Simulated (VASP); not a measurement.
**TiO2: single point with PBE**

Crystal: TiO2.

```
Ti O
1.0
    -1.88890    1.88890    4.79172
     1.88890   -1.88890    4.79172
     1.88890    1.88890   -4.79172
Ti O
2 4
Direct
  0.75000 0.25000 0.50000
  0.00000 0.00000 0.00000
  0.54271 0.04271 0.50000
  0.79271 0.79271 0.00000
  0.20729 0.20729 0.00000
  0.95729 0.45729 0.50000
```

- Program: VASP 6.6.1
- Task: single point
- Functional: PBE
- Potentials or basis: VASP PAW PBE potentials, release 64 (Ti_sv, O)
- Cutoff: 520 eV
- k mesh: 8 × 8 × 8
- Occupations: gaussian, width 0.01 eV
- Spin: no spin polarisation

- Pressure: 5.4 GPa
- Largest force: 0.107 eV/Å
- Band gap on the k mesh: 2.16 eV, indirect (least direct gap 2.45 eV)

Forces on the atoms (eV/Å):
```
Ti   0.000  0.000  0.000
Ti   0.000  0.000  0.000
O    0.000  0.000 -0.107
O    0.000  0.000 -0.107
O    0.000  0.000  0.107
O    0.000  0.000  0.107
```

Stress tensor (GPa, compression positive):
```
5.21 0.00 0.00
0.00 5.21 0.00
0.00 0.00 5.70
```

Levels at points of the mesh, in eV from the valence-band top:
```
           k point  band 22  band 23  band 24  band 25  band 26  band 27
(0.00, 0.00, 0.00)    -0.74    -0.42    -0.42     2.16     2.88     4.06
(0.50, 0.00, 0.00)    -0.90    -0.80    -0.61     3.28     3.58     3.61
(0.50, 0.50, 0.00)    -2.01    -0.01    -0.01     3.35     3.35     3.83
(0.50, 0.50, 0.50)    -1.22    -0.07    -0.07     2.51     2.51     3.81
```

It took 3.8 min on 1 thread of Intel(R) Xeon(R) Platinum 8259CL CPU @ 2.50GHz (Skylake/Cascade Lake), with other jobs on the host, peak memory 0.31 GiB.

A k mesh can miss the band edges. Expect the measured gap to be larger: semilocal functionals such as PBE lack the derivative discontinuity.
